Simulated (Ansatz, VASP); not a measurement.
ZrO2 in VASP and in Ansatz

Contents of INCAR:

```
SYSTEM = ZrO2
  PREC = Accurate
  ENCUT = 600
  EDIFF = 1E-6
  ISMEAR = 0
  SIGMA = 0.01
  LREAL = .FALSE.
  LASPH = .TRUE.
  NELM = 120
  ALGO = Normal
  ISIF = 2
  LWAVE = .FALSE.
  LCHARG = .FALSE.
  GGA = PE
  NBANDS = 19
  GGA_COMPAT = .FALSE.
```

KPOINTS

```
Automatic mesh
0
G
  8 8 8
  0 0 0
```

The input POSCAR:

```
ZrO2
1.0
    0.0000000000      2.5056815281      2.5056815281
    2.5056815281      0.0000000000      2.5056815281
    2.5056815281      2.5056815281      0.0000000000
Zr O
1 2
Direct
    0.0000000000      0.0000000000      0.0000000000
    0.2500000000      0.2500000000      0.2500000000
    0.7500000000      0.7500000000      0.7500000000
```

Input for Ansatz:

```yaml
crystal:
  lattice:
    - [0.0, 2.5056815281, 2.5056815281]
    - [2.5056815281, 0.0, 2.5056815281]
    - [2.5056815281, 2.5056815281, 0.0]
  atoms:
    - { symbol: Zr, position: [0.0, 0.0, 0.0] }
    - { symbol: O, position: [0.25, 0.25, 0.25] }
    - { symbol: O, position: [0.75, 0.75, 0.75] }
kpoints:
  mp_grid: { grid: [8, 8, 8] }
hamiltonian:
  xc: pbe
scf:
  occupations: { method: fixed }
  n_extra_bands: 4
output:
  forces: true
  stress: true
  eigenvalues: true
```

Alike in both runs: task single point; functional PBE; k mesh 8 × 8 × 8; no spin polarisation.

```csv
,VASP,Ansatz
version,VASP 6.6.1,Ansatz 0.2.0
potentials or method,"VASP PAW PBE potentials, release 64 (Zr_sv, O)","plane waves, PAW"
plane-wave cutoff (eV),600,420
occupations,"gaussian, width 0.01 eV",fixed
valence electrons in the cell,24,24
```

VASP gave:

```
gap on the k mesh at the Fermi level (eV) : 3.48
pressure (GPa)                            : 16.8
```

Task: What did Ansatz give for the same quantities?

Result: gap on the k mesh at the Fermi level (eV): 3.49; pressure (GPa): 16.7.
